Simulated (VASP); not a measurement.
# SnO (P4/nmm) in VASP: notebook

The runs below take SnO through single point, relaxation of cell and atoms, with r2SCAN-based global hybrid, LDA, PBE, r2SCAN+D4.

All numbers are computed with VASP 6.6.1; they aren't measurements. Logs are shortened: lines on timing, memory, paths and dates and some standing lists are left out, and cuts for length are marked.

### 1 The cell of the first run

The structure is tetragonal, space group P4/nmm (No. 129). The conventional cell has a = 3.814 Å, b = 3.814 Å, c = 4.887 Å, α = 90.00°, β = 90.00°, γ = 90.00°. Within 2.9 Å of Sn (site symmetry 4mm) lie 4 O at 2.23 Å. Within 2.9 Å of O (site symmetry -4m2) lie 4 Sn at 2.23 Å and 4 O at 2.70 Å.

### 2 Single point, r2SCAN-based global hybrid

Input file POSCAR:

```
SnO
1.0
    3.8136952200      0.0000000000      0.0000000000
    0.0000000000      3.8136952200      0.0000000000
    0.0000000000      0.0000000000      4.8869133000
Sn O
2 2
Direct
    0.5000000000      0.0000000000      0.7646261400
    0.0000000000      0.5000000000      0.2353738600
    0.0000000000      0.0000000000      0.0000000000
    0.5000000000      0.5000000000      0.0000000000
```

Input file INCAR.step1:

```
ALGO = Normal ; EDIFF = 1E-5
ENCUT = 520 ; GGA = PE
ISIF = 2 ; ISMEAR = -1
LASPH = True ; LCHARG = False
LREAL = False ; LWAVE = True
NBANDS = 28 ; NELM = 80
PREC = Accurate ; SIGMA = 0.05
```

Input file INCAR.step2:

```
AEXX = 0.35 ; ALGO = Normal
EDIFF = 1E-6 ; ENCUT = 520
ISIF = 2 ; ISMEAR = -1
ISTART = 1 ; LASPH = True
LCHARG = False ; LHFCALC = True
LMIXTAU = True ; LREAL = False
LWAVE = False ; METAGGA = R2SCAN
NBANDS = 28 ; NELM = 80
PREC = Accurate ; PRECFOCK = Normal
SIGMA = 0.05
```

Input file KPOINTS:

```
k-points
0
Gamma
  4 4 3
```

Potentials or basis: VASP PAW PBE potentials, release 64 (Sn_d, O).

Run with:

```console
cat potpaw_PBE.64/Sn_d/POTCAR potpaw_PBE.64/O/POTCAR > POTCAR
cp INCAR.step1 INCAR
mpirun -np 1 vasp_std > vasp.out
cp INCAR.step2 INCAR
mpirun -np 1 vasp_std > vasp.out
```

OUTCAR:

```text
AEXX = 0.35
   EDIFF = 1E-6
   ENCUT = 520
   ISIF = 2
   ISMEAR = -1
   ISTART = 1
   LASPH = True
   LHFCALC = True
   LREAL = False
   METAGGA = R2SCAN
   NELM = 80
   PREC = Accurate
   PRECFOCK = Normal

 ion  position               nearest neighbor table
   1  0.500  0.000  0.765-   3 2.23   4 2.23   4 2.23   3 2.23   2 3.54   2 3.54   2 3.54   2 3.54
                             2 3.74   2 3.74   2 3.74   2 3.74
   2  0.000  0.500  0.235-   3 2.23   4 2.23   3 2.23   4 2.23   1 3.54   1 3.54   1 3.54   1 3.54
                             1 3.74   1 3.74   1 3.74   1 3.74
   3  0.000  0.000  0.000-   1 2.23   2 2.23   2 2.23   1 2.23
   4  0.500  0.500  0.000-   1 2.23   2 2.23   1 2.23   2 2.23

  LATTYP: Found a simple tetragonal cell.
 ALAT       =     3.8136952200
 C/A-ratio  =     1.2814116016

  Lattice vectors:

 A1 = (   3.8136952200,   0.0000000000,   0.0000000000)
 A2 = (   0.0000000000,   3.8136952200,   0.0000000000)
 A3 = (   0.0000000000,   0.0000000000,   4.8869133000)

Analysis of symmetry for initial positions (statically):
=====================================================================
 Subroutine PRICEL returns:
 Original cell was already a primitive cell.

 Routine SETGRP: Setting up the symmetry group for a
 simple tetragonal supercell.

 Subroutine GETGRP returns: Found 16 space group operations
 (whereof  8 operations were pure point group operations)
 out of a pool of 16 trial point group operations.

The static configuration has the point symmetry D_2d.
 The point group associated with its full space group is D_4h.

Analysis of symmetry for dynamics (positions and initial velocities):
=====================================================================
 Subroutine PRICEL returns:
 Original cell was already a primitive cell.

 Routine SETGRP: Setting up the symmetry group for a
 simple tetragonal supercell.

 Subroutine GETGRP returns: Found 16 space group operations
 (whereof  8 operations were pure point group operations)
 out of a pool of 16 trial point group operations.

The dynamic configuration has the point symmetry D_2d.
 The point group associated with its full space group is D_4h.

 Subroutine INISYM returns: Found 16 space group operations
 (whereof  8 operations are pure point group operations),
 and found     1 'primitive' translations

[... 88 lines left out ...]
   NSW    =      0    number of steps for IOM
   IBRION =     -1    ionic relax: 0-MD 1-quasi-New 2-CG
   NFREE  =      0    steps in history (QN), initial steepest desc. (CG)
   ISIF   =      2    stress and relaxation
   ISYM   =      3    0-nonsym 1-usesym 2-fastsym
   POTIM  = 0.5000    time-step for ionic-motion
   TEBEG  =    0.0;   TEEND  =   0.0 temperature during run
   PSTRESS=    0.0 pullay stress
   NELECT =      40.0000    total number of electrons
   NUPDOWN=      -1.0000    fix difference up-down
   EMIN   =  10.00;   EMAX   =-10.00  energy-range for DOS
   EFERMI =   0.00;   METHOD = LEGACY
   ISMEAR =    -1;   SIGMA  =   0.05  broadening in eV -4-tet -1-fermi 0-gaus
   EFERMI_NEDOS =   21; number of points for ismear=-14 and -15
   IALGO  =     38    algorithm
   IMIX   =      1    mixing-type and parameters
     AMIX     =   0.40;   BMIX     =  1.00
     AMIX_MAG =   1.60;   BMIX_MAG =  1.00
  volume/ion in A,a.u.               =      17.77       119.91
  Fermi-wavevector in a.u.,A,eV,Ry     =   1.351614  2.554180 24.855939  1.826860
  Thomas-Fermi vector in A             =   2.479021
   LORBIT       =      0    0 simple, 1 ext, 2 COOP (PROOUT), +10 PAW based schemes
   METAGGA = R2SCAN    functional components
   LHFCALC =     T    Hartree Fock is set to
   PRECFOCK=normal    Normal, Fast or Accurate (Low or Medium for compatibility)
   ENCUT4O =  -1.0   cutoff for four orbital integrals eV
   NKREDX  =     1    reduce k-point grid by
   NKREDY  =     1    reduce k-point grid by
   NKREDZ  =     1    reduce k-point grid by
   AEXX    =    0.3500 exact exchange contribution
   HFSCREEN=    0.0000 screening length (either q_TF or 0.3 A-1)
   HFSCREENC=   0.0000 screening length for correlation (either q_TF or 0.3 A-1)
   ENCUTFOCK=  -1.0 apply spherical cutoff to Coloumb kernel
   IVDW    =     0    specifies the selected vdW correction
   LEPSILON=     F    determine dielectric tensor
   LRPA    =     F    only Hartree local field effects (RPA)
 non-spin polarized calculation
  energy-cutoff  :      520.00
  volume of cell :       71.08
 maximum number of plane-waves:      1926
  NGX = 24; NGY = 24; NGZ = 28

 number of electron      39.9999978 magnetization

 Free energy of the ion-electron system (eV)
  ---------------------------------------------------
  ext. energy  EPLUGINS =         0.00000000
  ---------------------------------------------------
  free energy    TOTEN  =       -62.22642419 eV

  energy without entropy =      -62.22642419  energy(sigma->0) =      -62.22642419

 E-fermi :   7.0336     XC(G=0):  -7.4897

 val. band max:        6.1660097184   @ k =   0.0000   0.0000   0.0000
 cond. band min:       7.9399920706   @ k =   0.5000   0.5000   0.0000
 fundamental gap:      1.7739823522
 Fermi energy:         7.0335974376

 k-point     1 :       0.0000    0.0000    0.0000
  band No.  band energies     occupation
      1     -19.6539      2.00000
      2     -19.0598      2.00000
      3     -19.0286      2.00000
      4     -19.0286      2.00000
      5     -18.9712      2.00000
      6     -18.9485      2.00000
[... 361 lines left out ...]
     27      18.0028      0.00000
     28      18.0028      0.00000

------------------------ aborting loop because EDIFF is reached ----------------------------------------

  FORCE on cell =-STRESS in cart. coord.  units (eV):
  Direction    XX          YY          ZZ          XY          YZ          ZX
  --------------------------------------------------------------------------------------
  -------------------------------------------------------------------------------------
  Total       -1.8507368     -1.8507368     -1.1838026      0.0000000      0.0000000      0.0000000
  in kB      -41.7184953    -41.7184953    -26.6847572      0.0000000      0.0000000      0.0000000
  external PRESSURE =     -36.7072493 kB  Pullay stress =       0.0000000 kB

 VOLUME and BASIS-vectors are now :
 -----------------------------------------------------------------------------
  energy-cutoff  :      520.00
  volume of cell :       71.08
      direct lattice vectors                 reciprocal lattice vectors
     3.813695220  0.000000000  0.000000000     0.262212878  0.000000000  0.000000000
     0.000000000  3.813695220  0.000000000     0.000000000  0.262212878  0.000000000
     0.000000000  0.000000000  4.886913300     0.000000000  0.000000000  0.204628144

 POSITION                                       TOTAL-FORCE (eV/Angst)
 -----------------------------------------------------------------------------------
      1.90685      0.00000      3.73666         0.000000      0.000000      0.554809
      0.00000      1.90685      1.15025        -0.000000      0.000000     -0.554809
      0.00000      0.00000      0.00000         0.000000     -0.000000      0.000000
      1.90685      1.90685      0.00000        -0.000000      0.000000      0.000000
 -----------------------------------------------------------------------------------
    total drift:                               -0.000002      0.000001      0.000004

  FREE ENERGIE OF THE ION-ELECTRON SYSTEM (eV)
  ---------------------------------------------------
  free  energy   TOTEN  =       -62.2264241876 eV

  energy  without entropy=      -62.2264241854  energy(sigma->0) =      -62.22642419
```

Wall time 40 min (1 thread of Intel Xeon Platinum 8375C at 2.90GHz (Ice Lake), shared host); peak memory 0.21 GiB.

What came out:

```yaml
Free_energy: -62.2264 eV
Pressure: -3.7 GPa
Largest_force: 0.555 eV/Å
Band_gap_on_the_k_mesh: 1.77 eV, indirect (least direct gap 4.21 eV)
```

Forces in eV/Å, atoms in the order of the input:
```
Sn   0.000  0.000  0.555
Sn   0.000  0.000 -0.555
O    0.000  0.000  0.000
O    0.000  0.000  0.000
```

Stress tensor (GPa, compression positive):
```
-4.17  0.00  0.00
 0.00 -4.17  0.00
 0.00  0.00 -2.67
```

Levels at points of the mesh, in eV from the valence-band top:
```csv
k point,band 18,band 19,band 20,band 21,band 22,band 23
"(0.00, 0.00, 0.00)",-4.68,-4.68,0.00,4.21,6.35,6.86
"(0.50, 0.00, 0.00)",-6.54,-3.53,-3.53,5.27,5.27,8.37
"(0.50, 0.50, 0.00)",-3.95,-2.48,-2.48,1.77,1.77,6.51
```

Caveat: the k points lie up to 0.43 Å⁻¹ apart; the PAW data sets were made with another functional, which shifts forces and pressure a little; spin-orbit coupling is left out, which moves the levels of the heavy elements.

(Continued in part 2 of 2.)
